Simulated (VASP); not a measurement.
Wanted: the native input for a VASP 6.6.1 run.

```yaml
Task: single point
Functional: PBEsol
Potentials_or_basis: VASP PAW PBE potentials, release 64 (Au)
Cutoff: 520 eV
k_mesh: 20 × 20 × 20
Occupations: fermi-dirac, width 0.15 eV
Spin: no spin polarisation
Dipole_correction: no
Further_INCAR_settings: ALGO = Normal; EDIFF = 1e-07; NBANDS = 12
```

The structure of Au lies in POSCAR:

```
Au
1.0
    0.0000000000      2.0551762932      2.0551762932
    2.0551762932      0.0000000000      2.0551762932
    2.0551762932      2.0551762932      0.0000000000
Au
1
Direct
    0.0000000000      0.0000000000      0.0000000000
```

One way to write it, as run:

INCAR

```
  PREC = Accurate
  ENCUT = 520
  EDIFF = 1E-7
  ISMEAR = -1
  SIGMA = 0.15
  LREAL = False
  LASPH = True
  NELM = 100
  ALGO = Normal
  ISIF = 2
  LWAVE = False
  LCHARG = True
  GGA = PS
  LELF = True
  LVHAR = True
  NBANDS = 12
```

KPOINTS

```
Automatic mesh
0
Gamma
  20 20 20
```

Potentials or basis: VASP PAW PBE potentials, release 64 (Au).

Launch:

```sh
$ cat potpaw_PBE.64/Au/POTCAR > POTCAR
$ mpirun -np 1 vasp_std > vasp.out
```

It gave:

```
Pressure               : -3.5 GPa
Band gap on the k mesh : zero (an odd number of electrons rules out a gap without spin polarisation)
```

Caveat: the cell stands under tension; the PAW data sets were made with another functional, which shifts forces and pressure a little; spin-orbit coupling is left out, which moves the levels of the heavy elements.

Run time: 62 s on 1 thread of Intel Xeon 8259CL (shared host), peak memory 0.18 GiB.
